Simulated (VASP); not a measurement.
Crystal: MnS.

```
CELL_PARAMETERS angstrom
0.00000 2.80000 2.80000
2.80000 0.00000 2.80000
2.80000 2.80000 0.00000
ATOMIC_POSITIONS crystal
Mn 0.00000 0.00000 0.00000
S 0.25000 0.25000 0.25000
```

Base run:

- Program: VASP 6.6.1
- Functional: LDA
- Potentials or basis: VASP PAW LDA potentials, release 64 (Mn_pv, S)
- Cutoff: 520 eV
- k mesh: 9 × 9 × 9
- Occupations: fermi-dirac, width 0.1 eV
- Spin: collinear spin, ferromagnetic start
- Starting moments: [4.0, 0.0] μB

Its results: pressure -6.9 GPa; net moment 4.64 μB per cell; site moments Mn +4.11; S +0.07 μB.

Task: The run is repeated on the same cell with these changes: hubbard terms from none to Mn d U = 2.0 eV. What comes out?

Result: Pressure -2.1 GPa; net moment 4.97 μB per cell; site moments Mn +4.42; S +0.08 μB.

Caveats: a cell with one magnetic atom can't hold antiferromagnetic order, which such compounds often take; the cell stands under tension (at least some runs).
